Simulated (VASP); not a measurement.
# Ba4Er (P6/mmm) in VASP: single point with PBE

Aim: the single point of Ba4Er with PBE.

Program: VASP 6.6.1. These are calculated values, not measurements. Logs are shortened: lines on timing, memory, paths and dates and some standing lists are left out, and cuts for length are marked.

**1. The cell of the first run**

It takes space group P6/mmm (No. 191, hexagonal). The conventional cell has a = 6.410 Å, b = 6.410 Å, c = 11.231 Å, α = 90.00°, β = 90.00°, γ = 120.00°. Ba (site symmetry 6mm) has 1 Er at 3.37 Å and 1 Ba at 4.50 Å within 4.5 Å. Ba (site symmetry -6m2) has 9 Ba at 3.70 to 5.00 Å and 3 Er at 3.70 Å within 5.1 Å. Er (site symmetry 6/mmm) has 8 Ba at 3.37 to 3.70 Å within 4.4 Å.

The cell was generated, and may not be a known phase.

**2. Single point, PBE**

File INCAR:

```
SYSTEM = Ba4Er
ALGO = Normal
EDIFF = 1E-6
ENCUT = 500
GGA = PE
GGA_COMPAT = .False.
ISIF = 2
ISMEAR = 0
LASPH = .True.
LCHARG = .False.
LMAXMIX = 6
LREAL = .False.
LWAVE = .False.
NBANDS = 32
NELM = 200
PREC = Accurate
SIGMA = 0.2
```

File KPOINTS:

```
k-points
0
Gamma
  4 4 2
  0 0 0
```

File POSCAR:

```
Ba4Er
1.0
    6.4100055482      0.0000000000      0.0000000000
   -3.2050027741      5.5512276431      0.0000000000
    0.0000000000      0.0000000000     11.2313972519
Ba Er
4 1
Direct
    0.0000000000      0.0000000000      0.7001278354
    0.0000000000      0.0000000000      0.2998721646
    0.3333333333      0.6666666667      0.0000000000
    0.6666666667      0.3333333333      0.0000000000
    0.0000000000      0.0000000000      0.0000000000
```

Potentials or basis: VASP PAW PBE potentials, release 64 (Ba_sv, Er_3), 4f in core.

Started as:

```console
> cat potpaw_PBE.64/Ba_sv/POTCAR potpaw_PBE.64/Er_3/POTCAR > POTCAR
> mpirun -np 1 vasp_std > vasp.out
```

OUTCAR:

```text
SYSTEM = Ba4Er
   EDIFF = 1E-6
   ENCUT = 500
   GGA = PE
   ISIF = 2
   ISMEAR = 0
   LASPH = .True.
   LREAL = .False.
   NELM = 200
   PREC = Accurate

 ion  position               nearest neighbor table
   1  0.000  0.000  0.700-   5 3.37   2 4.50
   2  0.000  0.000  0.300-   5 3.37   1 4.50
   3  0.333  0.667  0.000-   4 3.70   5 3.70   4 3.70   5 3.70   5 3.70   4 3.70
   4  0.667  0.333  0.000-   3 3.70   5 3.70   3 3.70   5 3.70   5 3.70   3 3.70
   5  0.000  0.000  0.000-   1 3.37   2 3.37   3 3.70   4 3.70   3 3.70   4 3.70   4 3.70   3 3.70

  LATTYP: Found a hexagonal cell.
 ALAT       =     6.4100055482
 C/A-ratio  =     1.7521665414

  Lattice vectors:

 A1 = (   6.4100055482,   0.0000000000,   0.0000000000)
 A2 = (  -3.2050027741,   5.5512276431,   0.0000000000)
 A3 = (   0.0000000000,   0.0000000000,  11.2313972519)

Analysis of symmetry for initial positions (statically):
=====================================================================
 Subroutine PRICEL returns:
 Original cell was already a primitive cell.

 Routine SETGRP: Setting up the symmetry group for a
 hexagonal supercell.

 Subroutine GETGRP returns: Found 24 space group operations
 (whereof 24 operations were pure point group operations)
 out of a pool of 24 trial point group operations.

The static configuration has the point symmetry D_6h.

Analysis of symmetry for dynamics (positions and initial velocities):
=====================================================================
 Subroutine PRICEL returns:
 Original cell was already a primitive cell.

 Routine SETGRP: Setting up the symmetry group for a
 hexagonal supercell.

 Subroutine GETGRP returns: Found 24 space group operations
 (whereof 24 operations were pure point group operations)
 out of a pool of 24 trial point group operations.

The dynamic configuration has the point symmetry D_6h.

 Subroutine INISYM returns: Found 24 space group operations
 (whereof 24 operations are pure point group operations),
 and found     1 'primitive' translations

----------------------------------------------------------------------------------------

                                     Primitive cell

  volume of cell :     399.6513

  direct lattice vectors                    reciprocal lattice vectors
     6.410005548  0.000000000  0.000000000     0.156006105  0.090070167  0.000000000
    -3.205002774  5.551227643  0.000000000     0.000000000  0.180140334  0.000000000
     0.000000000  0.000000000 11.231397252     0.000000000  0.000000000  0.089036117

  length of vectors
     6.410005548  6.410005548 11.231397252     0.180140334  0.180140334  0.089036117

  position of ions in fractional coordinates (direct lattice)
     0.000000000  0.000000000  0.700127835
     0.000000000  0.000000000  0.299872165
     0.333333333  0.666666667  0.000000000
     0.666666667  0.333333333  0.000000000
     0.000000000  0.000000000  0.000000000

  ion indices of the primitive-cell ions
   primitive index   ion index
                 1           1
                 2           2
                 3           3
                 4           4
                 5           5

----------------------------------------------------------------------------------------

 KPOINTS: k-points

Automatic generation of k-mesh.
 Grid dimensions read from file:
 generate k-points for:    4    4    2

 Generating k-lattice:

  Cartesian coordinates                     Fractional coordinates (reciprocal lattice)
     0.039001526  0.022517542  0.000000000     0.250000000  0.000000000  0.000000000
     0.000000000  0.045035083  0.000000000     0.000000000  0.250000000  0.000000000
     0.000000000  0.000000000  0.044518059     0.000000000  0.000000000  0.500000000

  Length of vectors
     0.045035083  0.045035083  0.044518059

  Shift w.r.t. Gamma in fractional coordinates (k-lattice)
     0.000000000  0.000000000  0.000000000

 Subroutine IBZKPT returns following result:
 ===========================================

 Found      8 irreducible k-points:

 Following reciprocal coordinates:
            Coordinates               Weight
  0.000000  0.000000  0.000000      1.000000
  0.250000  0.000000  0.000000      6.000000
  0.500000  0.000000  0.000000      3.000000
  0.250000  0.250000  0.000000      6.000000
  0.000000  0.000000  0.500000      1.000000
  0.250000  0.000000  0.500000      6.000000
  0.500000  0.000000  0.500000      3.000000
  0.250000  0.250000  0.500000      6.000000
   k-points           NKPTS =      8   k-points in BZ     NKDIM =      8   number of bands    NBANDS=     32
   number of dos      NEDOS =    301   number of ions     NIONS =      5
   total plane-waves  NPLWV = 193536
   dimension x,y,z NGX =    48 NGY =   48 NGZ =   84
   dimension x,y,z NGXF=    96 NGYF=   96 NGZF=  168
   ions per type =               4   1
   NGX,Y,Z   is equivalent  to a cutoff of  12.45, 12.45, 12.43 a.u.
   NGXF,Y,Z  is equivalent  to a cutoff of  24.90, 24.90, 24.87 a.u.
 SYSTEM =  Ba4Er
   PREC   = accura    normal or accurate (medium, high low for compatibility)
   ISTART =      0    job   : 0-new  1-cont  2-samecut
   ICHARG =      2    charge: 1-file 2-atom 10-const
   ISPIN  =      1    spin polarized calculation?
   LNONCOLLINEAR =      F non collinear calculations
   LSORBIT =      F    spin-orbit coupling
   LASPH  =      T    aspherical Exc in radial PAW
   ENCUT  =  500.0 eV  36.75 Ry    6.06 a.u.  11.69 11.69 20.48*2*pi/ulx,y,z
   NELM   =    200;   NELMIN=  2; NELMDL= -5     # of ELM steps
   EDIFF  = 0.1E-05   stopping-criterion for ELM
   LREAL  =      F    real-space projection
   EDIFFG = 0.1E-04   stopping-criterion for IOM
   NSW    =      0    number of steps for IOM
   IBRION =     -1    ionic relax: 0-MD 1-quasi-New 2-CG
   NFREE  =      0    steps in history (QN), initial steepest desc. (CG)
   ISIF   =      2    stress and relaxation
   ISYM   =      2    0-nonsym 1-usesym 2-fastsym
   POTIM  = 0.5000    time-step for ionic-motion
   TEBEG  =    0.0;   TEEND  =   0.0 temperature during run
   PSTRESS=    0.0 pullay stress
   NELECT =      49.0000    total number of electrons
   NUPDOWN=      -1.0000    fix difference up-down
   EMIN   =  10.00;   EMAX   =-10.00  energy-range for DOS
   EFERMI =   0.00;   METHOD = LEGACY
   ISMEAR =     0;   SIGMA  =   0.20  broadening in eV -4-tet -1-fermi 0-gaus
   EFERMI_NEDOS =   21; number of points for ismear=-14 and -15
   IALGO  =     38    algorithm
   IMIX   =      4    mixing-type and parameters
     AMIX     =   0.40;   BMIX     =  1.00
     AMIX_MAG =   1.60;   BMIX_MAG =  1.00
  volume/ion in A,a.u.               =      79.93       539.40
  Fermi-wavevector in a.u.,A,eV,Ry     =   0.813292  1.536899  8.999488  0.661444
  Thomas-Fermi vector in A             =   1.922990
   LORBIT       =      0    0 simple, 1 ext, 2 COOP (PROOUT), +10 PAW based schemes
   GGA     = PE    functional components
   LHFCALC =     F    Hartree Fock is set to
   AEXX    =    0.0000 exact exchange contribution
   IVDW    =     0    specifies the selected vdW correction
   LEPSILON=     F    determine dielectric tensor
   LRPA    =     F    only Hartree local field effects (RPA)
 non-spin polarized calculation
 Gauss-broadening in eV      SIGMA  =   0.20
  energy-cutoff  :      500.00
  volume of cell :      399.65
 maximum number of plane-waves:     10164
 NGX is ok and might be reduce to    48
   NGX = 23   NGY = 23   NGZ = 41

 number of electron      48.9999997 magnetization

 Free energy of the ion-electron system (eV)
  ---------------------------------------------------
  ext. energy  EPLUGINS =         0.00000000
  ---------------------------------------------------
  free energy    TOTEN  =        -8.97416860 eV

  energy without entropy =       -8.79547293  energy(sigma->0) =       -8.88482077

 E-fermi :   0.4804     XC(G=0):  -6.2588

 val. band max:        0.4443442467   @ k =   0.2500   0.0000   0.0000
 cond. band min:       0.5369069367   @ k =   0.0000   0.0000   0.0000
 fundamental gap:      0.0925626900
 Fermi energy:         0.4803613550

 k-point     1 :       0.0000    0.0000    0.0000
  band No.  band energies     occupation
      1     -28.9113      2.00000
      2     -28.9078      2.00000
      3     -27.9002      2.00000
      4     -27.7148      2.00000
      5     -24.5805      2.00000
      6     -24.5773      2.00000
[... 24 lines left out ...]
     31       1.5964      0.00000
     32       1.5964      0.00000

 k-point     2 :       0.2500    0.0000    0.0000
  band No.  band energies     occupation
      1     -28.9113      2.00000
      2     -28.9077      2.00000
      3     -27.8783      2.00000
      4     -27.7390      2.00000
      5     -24.5805      2.00000
      6     -24.5775      2.00000
[... 24 lines left out ...]
     31       1.7621      0.00000
     32       1.9497      0.00000

 k-point     3 :       0.5000    0.0000    0.0000
  band No.  band energies     occupation
      1     -28.9112      2.00000
      2     -28.9077      2.00000
      3     -27.8420      2.00000
      4     -27.7777      2.00000
      5     -24.5804      2.00000
      6     -24.5777      2.00000
[... 24 lines left out ...]
     31       1.9121      0.00000
     32       2.0072      0.00000

 k-point     4 :       0.2500    0.2500    0.0000
  band No.  band energies     occupation
      1     -28.9112      2.00000
      2     -28.9077      2.00000
      3     -27.8414      2.00000
      4     -27.7784      2.00000
      5     -24.5804      2.00000
      6     -24.5761      2.00000
[... 24 lines left out ...]
     31       1.8653      0.00000
     32       1.9077      0.00000

 k-point     5 :       0.0000    0.0000    0.5000
  band No.  band energies     occupation
      1     -28.9139      2.00000
      2     -28.9052      2.00000
      3     -27.9002      2.00000
      4     -27.7148      2.00000
      5     -24.5805      2.00000
      6     -24.5773      2.00000
[... 24 lines left out ...]
     31       1.7175      0.00000
     32       1.7176      0.00000

 k-point     6 :       0.2500    0.0000    0.5000
  band No.  band energies     occupation
      1     -28.9138      2.00000
      2     -28.9051      2.00000
      3     -27.8783      2.00000
      4     -27.7390      2.00000
      5     -24.5805      2.00000
      6     -24.5775      2.00000
[... 24 lines left out ...]
     31       1.6817      0.00000
     32       1.7584      0.00000

 k-point     7 :       0.5000    0.0000    0.5000
  band No.  band energies     occupation
      1     -28.9138      2.00000
      2     -28.9051      2.00000
      3     -27.8420      2.00000
      4     -27.7777      2.00000
      5     -24.5805      2.00000
      6     -24.5777      2.00000
[... 24 lines left out ...]
     31       1.5669      0.00000
     32       1.6089      0.00000

 k-point     8 :       0.2500    0.2500    0.5000
  band No.  band energies     occupation
      1     -28.9138      2.00000
      2     -28.9051      2.00000
      3     -27.8414      2.00000
      4     -27.7784      2.00000
      5     -24.5805      2.00000
      6     -24.5761      2.00000
[... 24 lines left out ...]
     31       1.3169      0.00000
     32       1.6496      0.00000

------------------------ aborting loop because EDIFF is reached ----------------------------------------

  FORCE on cell =-STRESS in cart. coord.  units (eV):
  Direction    XX          YY          ZZ          XY          YZ          ZX
  --------------------------------------------------------------------------------------
  -------------------------------------------------------------------------------------
  Total        0.4762803      0.4762803      1.0263619      0.0000000      0.0000000      0.0000000
  in kB        1.9093784      1.9093784      4.1146214      0.0000000      0.0000000      0.0000000
  external PRESSURE =       2.6444594 kB  Pullay stress =       0.0000000 kB

 VOLUME and BASIS-vectors are now :
 -----------------------------------------------------------------------------
  energy-cutoff  :      500.00
  volume of cell :      399.65
      direct lattice vectors                 reciprocal lattice vectors
     6.410005548  0.000000000  0.000000000     0.156006105  0.090070167  0.000000000
    -3.205002774  5.551227643  0.000000000     0.000000000  0.180140334  0.000000000
     0.000000000  0.000000000 11.231397252     0.000000000  0.000000000  0.089036117

 POSITION                                       TOTAL-FORCE (eV/Angst)
 -----------------------------------------------------------------------------------
      0.00000      0.00000      7.86341         0.000000     -0.000000     -0.071301
      0.00000      0.00000      3.36798        -0.000000     -0.000000      0.071301
     -0.00000      3.70082      0.00000        -0.000000      0.000000     -0.000000
      3.20500      1.85041      0.00000         0.000000     -0.000000      0.000000
      0.00000      0.00000      0.00000        -0.000000     -0.000000      0.000000
 -----------------------------------------------------------------------------------
    total drift:                               -0.000000      0.000000      0.000000

  FREE ENERGIE OF THE ION-ELECTRON SYSTEM (eV)
  ---------------------------------------------------
  free  energy   TOTEN  =        -8.9741686016 eV

  energy  without entropy=       -8.7954729298  energy(sigma->0) =       -8.88482077
```

Run time: 92 s. Hardware: 1 thread of Intel Xeon Platinum 8488C (Sapphire Rapids), shared host; peak memory 0.48 GiB.

Results:

- Free energy: -8.9742 eV
- Pressure: 0.3 GPa
- Largest force: 0.071 eV/Å
- Band gap on the k mesh: zero (an odd number of electrons rules out a gap without spin polarisation)

Forces in eV/Å, atoms in the order of the input:
```
Ba   0.000  0.000 -0.071
Ba   0.000  0.000  0.071
Ba   0.000  0.000  0.000
Ba   0.000  0.000  0.000
Er   0.000  0.000  0.000
```

Caveat: spin-orbit coupling is left out, which moves the levels of the heavy elements; the 4f electrons are frozen in the core, so they carry no moment and show no levels.

The gap in the log of VASP goes by the Fermi energy; the results here count the filled bands.